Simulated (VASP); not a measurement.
# PbSe (Fm-3m) in VASP: settings compared

The runs below take PbSe through single point, relaxation of cell and atoms, with PBE, r2SCAN+D3(BJ), PBEsol-based screened hybrid with 25 % exact exchange.

All numbers are computed with VASP 6.6.1; they aren't measurements. Logs are shortened: lines on timing, memory, paths and dates and some standing lists are left out, and cuts for length are marked.

## 1. The cell of the first run

It takes space group Fm-3m (No. 225, cubic). Conventional cell: a = 6.121 Å, b = 6.121 Å, c = 6.121 Å, α = 90.00°, β = 90.00°, γ = 90.00°. Pb (site symmetry m-3m) has 6 Se at 3.06 Å within 4.0 Å. Se (site symmetry m-3m) has 6 Pb at 3.06 Å within 4.0 Å.

## 2. Single point, PBE, non-collinear spin, zero start, spin-orbit coupling

File INCAR:

```
ALGO = Normal
EDIFF = 1E-6
ENCUT = 520
GGA = PE
GGA_COMPAT = False
ISIF = 2
ISMEAR = -1
LASPH = True
LCHARG = False
LNONCOLLINEAR = True
LORBIT = 11
LORBMOM = True
LREAL = False
LSORBIT = True
LWAVE = False
MAGMOM = 0 0 0 0 0 0
NBANDS = 32
NELM = 150
PREC = Accurate
SIGMA = 0.05
```

File KPOINTS:

```
k-points
0
Gamma
  6 6 6
```

File POSCAR:

```
PbSe
1.0
    0.0000000000      3.0606500000      3.0606500000
    3.0606500000      0.0000000000      3.0606500000
    3.0606500000      3.0606500000      0.0000000000
Pb Se
1 1
Direct
    0.0000000000      0.0000000000      0.0000000000
    0.5000000000      0.5000000000      0.5000000000
```

Potentials or basis: VASP PAW PBE potentials, release 64 (Pb_d, Se).

Launch:

```bash
cat potpaw_PBE.64/Pb_d/POTCAR potpaw_PBE.64/Se/POTCAR > POTCAR
mpirun -np 1 vasp_ncl > vasp.out
```

OUTCAR:

```text
EDIFF = 1E-6
   ENCUT = 520
   GGA = PE
   ISIF = 2
   ISMEAR = -1
   LASPH = True
   LNONCOLLINEAR = True
   LORBIT = 11
   LREAL = False
   LSORBIT = True
   NELM = 150
   PREC = Accurate

 ion  position               nearest neighbor table
   1  0.000  0.000  0.000-   2 3.06   2 3.06   2 3.06   2 3.06   2 3.06   2 3.06
   2  0.500  0.500  0.500-   1 3.06   1 3.06   1 3.06   1 3.06   1 3.06   1 3.06

  LATTYP: Found a face centered cubic cell.
 ALAT       =     6.1213000000

  Lattice vectors:

 A1 = (   0.0000000000,   3.0606500000,   3.0606500000)
 A2 = (   3.0606500000,   0.0000000000,   3.0606500000)
 A3 = (   3.0606500000,   3.0606500000,   0.0000000000)

Analysis of symmetry for initial positions (statically):
=====================================================================
 Subroutine PRICEL returns:
 Original cell was already a primitive cell.

 Routine SETGRP: Setting up the symmetry group for a
 face centered cubic supercell.

 Subroutine GETGRP returns: Found 48 space group operations
 (whereof 48 operations were pure point group operations)
 out of a pool of 48 trial point group operations.

The static configuration has the point symmetry O_h .

Analysis of symmetry for dynamics (positions and initial velocities):
=====================================================================
 Subroutine PRICEL returns:
 Original cell was already a primitive cell.

 Routine SETGRP: Setting up the symmetry group for a
 face centered cubic supercell.

 Subroutine GETGRP returns: Found 48 space group operations
 (whereof 48 operations were pure point group operations)
 out of a pool of 48 trial point group operations.

The dynamic configuration has the point symmetry O_h .

Analysis of structural, dynamic, and magnetic symmetry:
=====================================================================
 Subroutine PRICEL returns:
 Original cell was already a primitive cell.

 Routine SETGRP: Setting up the symmetry group for a
 face centered cubic supercell.

 Subroutine GETGRP returns: Found 48 space group operations
 (whereof 48 operations were pure point group operations)
 out of a pool of 48 trial point group operations.

The overall configuration has the point symmetry O_h .

 Subroutine INISYM returns: Found 48 space group operations
 (whereof 48 operations are pure point group operations),
 and found     1 'primitive' translations

----------------------------------------------------------------------------------------

                                     Primitive cell

  volume of cell :      57.3418

  direct lattice vectors                    reciprocal lattice vectors
     0.000000000  3.060650000  3.060650000    -0.163363991  0.163363991  0.163363991
     3.060650000  0.000000000  3.060650000     0.163363991 -0.163363991  0.163363991
     3.060650000  3.060650000  0.000000000     0.163363991  0.163363991 -0.163363991

  length of vectors
     4.328412740  4.328412740  4.328412740     0.282954733  0.282954733  0.282954733

  position of ions in fractional coordinates (direct lattice)
     0.000000000  0.000000000  0.000000000
     0.500000000  0.500000000  0.500000000

  ion indices of the primitive-cell ions
   primitive index   ion index
                 1           1
                 2           2

----------------------------------------------------------------------------------------

 KPOINTS: k-points

Automatic generation of k-mesh.
 Grid dimensions read from file:
 generate k-points for:    6    6    6

 Generating k-lattice:

  Cartesian coordinates                     Fractional coordinates (reciprocal lattice)
    -0.027227332  0.027227332  0.027227332     0.166666667  0.000000000  0.000000000
     0.027227332 -0.027227332  0.027227332     0.000000000  0.166666667  0.000000000
     0.027227332  0.027227332 -0.027227332     0.000000000  0.000000000  0.166666667

  Length of vectors
     0.047159122  0.047159122  0.047159122

  Shift w.r.t. Gamma in fractional coordinates (k-lattice)
     0.000000000  0.000000000  0.000000000

 Subroutine IBZKPT returns following result:
 ===========================================

 Found     16 irreducible k-points:

 Following reciprocal coordinates:
            Coordinates               Weight
  0.000000  0.000000  0.000000      1.000000
  0.166667  0.000000  0.000000      8.000000
  0.333333  0.000000  0.000000      8.000000
  0.500000  0.000000  0.000000      4.000000
  0.166667  0.166667  0.000000      6.000000
  0.333333  0.166667  0.000000     24.000000
[... 8 lines left out ...]
 -0.333333  0.333333  0.166667     24.000000
 -0.333333  0.500000  0.166667     12.000000
   k-points           NKPTS =     16   k-points in BZ     NKDIM =     16   number of bands    NBANDS=     32
   number of dos      NEDOS =    301   number of ions     NIONS =      2
   total plane-waves  NPLWV =  32768
[... 24 lines left out ...]
   TEBEG  =    0.0;   TEEND  =   0.0 temperature during run
   PSTRESS=    0.0 pullay stress
   NELECT =      20.0000    total number of electrons
   NUPDOWN=      -1.0000    fix difference up-down
   EMIN   =  10.00;   EMAX   =-10.00  energy-range for DOS
   EFERMI =   0.00;   METHOD = LEGACY
   ISMEAR =    -1;   SIGMA  =   0.05  broadening in eV -4-tet -1-fermi 0-gaus
   EFERMI_NEDOS =   21; number of points for ismear=-14 and -15
   IALGO  =     38    algorithm
   IMIX   =      4    mixing-type and parameters
     AMIX     =   0.40;   BMIX     =  1.00
     AMIX_MAG =   1.60;   BMIX_MAG =  1.00
  volume/ion in A,a.u.               =      28.67       193.48
  Fermi-wavevector in a.u.,A,eV,Ry     =   1.152377  2.177676 18.068159  1.327972
  Thomas-Fermi vector in A             =   2.289028
   LORBIT       =     11    0 simple, 1 ext, 2 COOP (PROOUT), +10 PAW based schemes
   GGA     = PE    functional components
   LHFCALC =     F    Hartree Fock is set to
   AEXX    =    0.0000 exact exchange contribution
   IVDW    =     0    specifies the selected vdW correction
   LEPSILON=     F    determine dielectric tensor
   LRPA    =     F    only Hartree local field effects (RPA)
  energy-cutoff  :      520.00
  volume of cell :       57.34
 maximum number of plane-waves:      3144
   NGX = 17   NGY = 17   NGZ = 17

 number of electron      20.0000000 magnetization      -0.0000000     -0.0000000      0.0000000

 number of electron      20.0000000 magnetization      -0.0000000     -0.0000000     -0.0000000

 number of electron      20.0000000 magnetization       0.0000000      0.0000000      0.0000000

 Free energy of the ion-electron system (eV)
  ---------------------------------------------------
  ext. energy  EPLUGINS =         0.00000000
  ---------------------------------------------------
  free energy    TOTEN  =        -8.60582055 eV

  energy without entropy =       -8.60361028  energy(sigma->0) =       -8.60471542

 E-fermi :   5.0066     XC(G=0):  -9.5312

 val. band max:        4.9602571117   @ k =   0.5000   0.0000   0.0000
 cond. band min:       5.0529357571   @ k =   0.5000   0.0000   0.0000
 fundamental gap:      0.0926786453
 Fermi energy:         5.0066057962

 k-point     1 :       0.0000    0.0000    0.0000
  band No.  band energies     occupation
      1     -13.2264      1.00000
      2     -13.2264      1.00000
      3     -13.2264      1.00000
      4     -13.2264      1.00000
      5     -10.6738      1.00000
      6     -10.6738      1.00000
[... 549 lines left out ...]
     31      16.7229      0.00000
     32      16.7229      0.00000

------------------------ aborting loop because EDIFF is reached ----------------------------------------

  FORCE on cell =-STRESS in cart. coord.  units (eV):
  Direction    XX          YY          ZZ          XY          YZ          ZX
  --------------------------------------------------------------------------------------
  -------------------------------------------------------------------------------------
  Total        0.6992819      0.6992819      0.6992819      0.0000000      0.0000000     -0.0000000
  in kB       19.5385294     19.5385294     19.5385294      0.0000000      0.0000000     -0.0000000
  external PRESSURE =      19.5385294 kB  Pullay stress =       0.0000000 kB

 VOLUME and BASIS-vectors are now :
 -----------------------------------------------------------------------------
  energy-cutoff  :      520.00
  volume of cell :       57.34
      direct lattice vectors                 reciprocal lattice vectors
     0.000000000  3.060650000  3.060650000    -0.163363991  0.163363991  0.163363991
     3.060650000  0.000000000  3.060650000     0.163363991 -0.163363991  0.163363991
     3.060650000  3.060650000  0.000000000     0.163363991  0.163363991 -0.163363991

 POSITION                                       TOTAL-FORCE (eV/Angst)
 -----------------------------------------------------------------------------------
      0.00000      0.00000      0.00000         0.000000     -0.000000      0.000000
      3.06065      3.06065      3.06065         0.000000      0.000000     -0.000000
 -----------------------------------------------------------------------------------
    total drift:                                0.000000     -0.000000     -0.000000

  FREE ENERGIE OF THE ION-ELECTRON SYSTEM (eV)
  ---------------------------------------------------
  free  energy   TOTEN  =        -8.6058205537 eV

  energy  without entropy=       -8.6036102828  energy(sigma->0) =       -8.60471542

 orbital moment (x)

 # of ion     p       d       tot
 ----------------------------------------
  1         0.000   0.000   0.000
  2         0.000  -0.000  -0.000
 ----------------------------------------
            0.000   0.000   0.000

 orbital moment (y)

 # of ion     p       d       tot
 ----------------------------------------
  1         0.000   0.000   0.000
  2         0.000   0.000   0.000
 ----------------------------------------
            0.000   0.000   0.000

 orbital moment (z)

 # of ion     p       d       tot
 ----------------------------------------
  1         0.000  -0.000   0.000
  2         0.000   0.000   0.000
 ----------------------------------------
            0.000  -0.000   0.000

 Spin-Orbit-Coupling matrix elements

 Ion:    1  E_soc:     -0.8517995
 l=   1
     0.0000000    -0.0749580    -0.0749580
    -0.0749580     0.0000000    -0.0749580
    -0.0749580    -0.0749580     0.0000000
 l=   2
     0.0000000    -0.0134542     0.0000000    -0.0134542    -0.0535544
    -0.0134542     0.0000000    -0.0401658    -0.0134542    -0.0133886
     0.0000000    -0.0401658     0.0000000    -0.0401658     0.0000000
    -0.0134542    -0.0134542    -0.0401658     0.0000000    -0.0133886
    -0.0535544    -0.0133886     0.0000000    -0.0133886     0.0000000
 l=   3
     0.0000000     0.0000000     0.0000000     0.0000000     0.0000000     0.0000000     0.0000000
     0.0000000     0.0000000     0.0000000     0.0000000     0.0000000     0.0000000     0.0000000
     0.0000000     0.0000000     0.0000000     0.0000000     0.0000000     0.0000000     0.0000000
     0.0000000     0.0000000     0.0000000     0.0000000     0.0000000     0.0000000     0.0000000
     0.0000000     0.0000000     0.0000000     0.0000000     0.0000000     0.0000000     0.0000000
     0.0000000     0.0000000     0.0000000     0.0000000     0.0000000     0.0000000     0.0000000
     0.0000000     0.0000000     0.0000000     0.0000000     0.0000000     0.0000000     0.0000000

 Ion:    2  E_soc:     -0.0476719
 l=   1
     0.0000000    -0.0079629    -0.0079629
    -0.0079629     0.0000000    -0.0079629
    -0.0079629    -0.0079629     0.0000000
 l=   2
     0.0000000    -0.0000025     0.0000000    -0.0000025     0.0000201
    -0.0000025     0.0000000     0.0000151    -0.0000025     0.0000050
     0.0000000     0.0000151     0.0000000     0.0000151     0.0000000
    -0.0000025    -0.0000025     0.0000151     0.0000000     0.0000050
     0.0000201     0.0000050     0.0000000     0.0000050     0.0000000
 l=   3
     0.0000000     0.0000000     0.0000000     0.0000000     0.0000000     0.0000000     0.0000000
     0.0000000     0.0000000     0.0000000     0.0000000     0.0000000     0.0000000     0.0000000
     0.0000000     0.0000000     0.0000000     0.0000000     0.0000000     0.0000000     0.0000000
     0.0000000     0.0000000     0.0000000     0.0000000     0.0000000     0.0000000     0.0000000
     0.0000000     0.0000000     0.0000000     0.0000000     0.0000000     0.0000000     0.0000000
     0.0000000     0.0000000     0.0000000     0.0000000     0.0000000     0.0000000     0.0000000
     0.0000000     0.0000000     0.0000000     0.0000000     0.0000000     0.0000000     0.0000000

 total charge

# of ion       s       p       d       tot
------------------------------------------
    1        1.461   0.566   9.842  11.868
    2        1.473   2.316   0.018   3.807
--------------------------------------------------
tot          2.934   2.881   9.860  15.675

 magnetization (x)

# of ion       s       p       d       tot
------------------------------------------
    1       -0.000   0.000   0.000  -0.000
    2        0.000  -0.000   0.000  -0.000
--------------------------------------------------
tot         -0.000  -0.000   0.000  -0.000

 magnetization (y)

# of ion       s       p       d       tot
------------------------------------------
    1        0.000  -0.000   0.000   0.000
    2        0.000   0.000   0.000   0.000
--------------------------------------------------
tot          0.000  -0.000   0.000   0.000

 magnetization (z)

# of ion       s       p       d       tot
------------------------------------------
    1        0.000   0.000   0.000   0.000
    2       -0.000  -0.000   0.000  -0.000
--------------------------------------------------
tot          0.000  -0.000   0.000   0.000
```

Wall time 56 s (1 thread of Intel Xeon Platinum 8559C (Emerald Rapids), shared host); peak memory 0.31 GiB.

What came out:

```yaml
Free_energy: -8.6058 eV
Pressure: 2.0 GPa
Net_moment: 0.00 μB per cell
Valence_electrons_inside_the_program's_atomic_spheres: Pb 11.87; Se 3.81
```

Moments on the atoms (μB; x, y, z):
```
Pb  0.00 0.00 0.00
Se  0.00 0.00 0.00
```

(Part 1 of 2 ends here.)
